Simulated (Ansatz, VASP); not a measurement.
ZnS: VASP beside Ansatz

Contents of INCAR:

```
  PREC = Accurate
  ENCUT = 600
  EDIFF = 1E-6
  ISMEAR = 0
  SIGMA = 0.02
  LREAL = False
  LASPH = True
  NELM = 80
  ALGO = Normal
  ISIF = 3
  LWAVE = False
  LCHARG = False
  GGA = PS
  IBRION = 2
  NSW = 100
  EDIFFG = -0.002
```

The input KPOINTS:

```
Automatic mesh
0
Gamma
  9 9 6
```

File POSCAR:

```
ZnS
1.0
    3.8230000000      0.0000000000      0.0000000000
   -1.9115000000      3.3108151187      0.0000000000
    0.0000000000      0.0000000000      6.2610000000
Zn S
2 2
Direct
    0.3333333333      0.6666666667      0.0000000000
    0.6666666667      0.3333333333      0.5000000000
    0.3333333333      0.6666666667      0.3750000000
    0.6666666667      0.3333333333      0.8750000000
```

Input for Ansatz:

```yaml
crystal:
  lattice:
    - [3.823, 0.0, 0.0]
    - [-1.9115, 3.3108151187, 0.0]
    - [0.0, 0.0, 6.261]
  atoms:
    - { symbol: Zn, position: [0.3333333333, 0.6666666667, 0.0] }
    - { symbol: Zn, position: [0.6666666667, 0.3333333333, 0.5] }
    - { symbol: S, position: [0.3333333333, 0.6666666667, 0.375] }
    - { symbol: S, position: [0.6666666667, 0.3333333333, 0.875] }
basis:
  ecutwfc: 420
kpoints:
  mp_grid: { grid: [9, 9, 6] }
hamiltonian:
  xc: pbesol
  pseudopotentials: { kind: paw, azcp: { folder: soft_1 } }
scf:
  occupations: { method: gaussian, width: 0.02 }
output:
  forces: true
  stress: true
  eigenvalues: true
  write_density: true
  write_potential: true
  elf: true
  volumetric_format: npy
relax:
  adjacent_minimum: "off"
  f_tol: 0.002
  max_steps: 80
  cell: { stress_tol: 0.02 }
```

Alike in both runs: task relaxation of cell and atoms; functional PBEsol; k mesh 9 × 9 × 6; occupations gaussian, width 0.02 eV; no spin polarisation.

```csv
,VASP,Ansatz
version,VASP 6.6.1,Ansatz 0.2.0
potentials or method,"VASP PAW PBE potentials, release 64 (Zn, S), cutoff 600 eV","scalar-relativistic, plane waves, PAW"
valence electrons in the cell,36,36
```

```csv
,VASP,Ansatz,Ansatz less VASP
"gap on the k mesh at the Fermi level, each at its own relaxed structure (eV)",2.15,2.15,+0.001
relaxed volume (Å³/atom),19.28,19.23,-0.052
relaxed cell length with the largest relative difference (Å),6.214,6.208,-0.0060
```

VASP's potentials were made for PBE, not for PBEsol, and Ansatz warns of the same on its side.
